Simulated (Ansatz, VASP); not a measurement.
# One calculation of Mg6O5, two programs

```
CELL_PARAMETERS angstrom
5.59086 0.00000 0.00000
0.00000 5.59086 0.00000
0.00000 0.00000 5.59086
ATOMIC_POSITIONS crystal
Mg 0.25000 0.00000 0.50000
Mg 0.00000 0.50000 0.25000
Mg 0.50000 0.75000 0.00000
Mg 0.75000 0.00000 0.50000
Mg 0.00000 0.50000 0.75000
Mg 0.50000 0.25000 0.00000
O 0.50000 0.00000 0.25000
O 0.00000 0.75000 0.50000
O 0.75000 0.40610 0.00000
O 0.50000 0.00000 0.75000
O 0.00000 0.25000 0.50000
```

Change from the starting cell: O vacancy; atom 9 moved 0.000 of the way to it and -0.525 Å across, host rigid.

Alike in both runs: task single point; functional PBEsol; k mesh 4 × 4 × 4; occupations gaussian, width 0.05 eV; no spin polarisation.

|  | VASP | Ansatz |
| --- | --- | --- |
| version | VASP 6.6.1 | Ansatz 0.2.0 |
| potentials or method | VASP PAW PBE potentials, release 64 (Mg, O), cutoff 520 eV | scalar-relativistic, plane waves, PAW |
| valence electrons in the cell | 42 | 90 |

```csv
,VASP,Ansatz,Ansatz less VASP
gap on the k mesh at the Fermi level (eV),1.16,1.15,-0.010
least direct gap on the mesh (eV),1.77,1.76,-0.008
pressure (GPa),2.1,2.2,+0.05
"traceless stress, the component that is largest in VASP (GPa)",4.92,4.73,-0.196
rms of the force components (eV/Å),1.730,1.660,-0.0698
```

VASP's potentials were made for PBE, not for PBEsol, and Ansatz warns of the same on its side. Atom by atom the forces differ by 0.071 eV/Å (rms over components). The functional is the same, so the differences come from potentials, cutoffs and numerics. VASP's potentials hold 42 valence electrons a cell and Ansatz's 90, so a difference there can come from the potentials and not from the codes.
